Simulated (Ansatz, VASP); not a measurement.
SnO in VASP and in Ansatz

The input INCAR:

```
SYSTEM = SnO
  ALGO = Normal
  EDIFF = 1E-7
  ENCUT = 520
  GGA = PE
  ISIF = 2
  ISMEAR = 0
  LASPH = .True.
  LCHARG = .False.
  LREAL = .False.
  LWAVE = .False.
  NBANDS = 50
  NELM = 100
  PREC = Accurate
  SIGMA = 0.02
```

Contents of KPOINTS:

```
k-points
0
Gamma
  1 1 1
  0 0 0
```

File POSCAR:

```
SnO
1.0
    2.7626985156     -2.7298174925     -0.0291122843
    2.7525849748      2.7197072172     -0.0377131518
   -0.1247915414     -0.0160562955     10.2705592600
Sn O
4 4
Direct
    0.7355854614      0.2633795672      0.8633106553
    0.2739015173      0.7440484090      0.1349487425
    0.7572459698      0.2368651919      0.3670846305
    0.2410313243      0.7817785168      0.6349171530
    0.2718761633      0.2465292227      0.2467669246
    0.7431773681      0.7823784534      0.7491064042
    0.2215019945      0.2758207736      0.7494336474
    0.7780204891      0.7599118483      0.2534839953
```

Input for Ansatz:

```yaml
crystal:
  lattice:
    - [2.7626985156, -2.7298174925, -0.0291122843]
    - [2.7525849748, 2.7197072172, -0.0377131518]
    - [-0.1247915414, -0.0160562955, 10.27055926]
  atoms:
    - { symbol: Sn, position: [0.7355854614, 0.2633795672, 0.8633106553] }
    - { symbol: Sn, position: [0.2739015173, 0.744048409, 0.1349487425] }
    - { symbol: Sn, position: [0.7572459698, 0.2368651919, 0.3670846305] }
    - { symbol: Sn, position: [0.2410313243, 0.7817785168, 0.634917153] }
    - { symbol: O, position: [0.2718761633, 0.2465292227, 0.2467669246] }
    - { symbol: O, position: [0.7431773681, 0.7823784534, 0.7491064042] }
    - { symbol: O, position: [0.2215019945, 0.2758207736, 0.7494336474] }
    - { symbol: O, position: [0.7780204891, 0.7599118483, 0.2534839953] }
basis:
  ecutwfc: 420
kpoints:
  mp_grid: { grid: [1, 1, 1] }
hamiltonian:
  xc: pbe
scf:
  occupations: { method: gaussian, width: 0.02 }
output:
  forces: true
  stress: true
  eigenvalues: true
```

Change from the starting cell: kmesh displaced: [1, 1, 1] Gamma-centred.

Alike in both runs: task single point; functional PBE; k mesh 1 × 1 × 1; occupations gaussian, width 0.02 eV; no spin polarisation.

```csv
,VASP,Ansatz
version,VASP 6.6.1,Ansatz 0.2.0
potentials or method,"VASP PAW PBE potentials, release 64 (Sn_d, O), cutoff 520 eV","scalar-relativistic, plane waves, PAW"
valence electrons in the cell,80,80
```

|  | VASP | Ansatz | Ansatz less VASP |
| --- | --- | --- | --- |
| gap on the k mesh at the Fermi level (eV) | 1.66 | 1.66 | +0.005 |
| least direct gap on the mesh (eV) | 1.66 | 1.66 | +0.005 |
| pressure (GPa) | 8.8 | 8.6 | -0.17 |
| traceless stress, the component that is largest in VASP (GPa) | -4.02 | -3.95 | +0.063 |
| rms of the force components (eV/Å) | 1.068 | 1.086 | +0.0190 |

Atom by atom the forces differ by 0.022 eV/Å (rms over components). The functional is the same, so the differences come from potentials, cutoffs and numerics.

The k mesh is coarse, so the values compare programs but aren't converged.
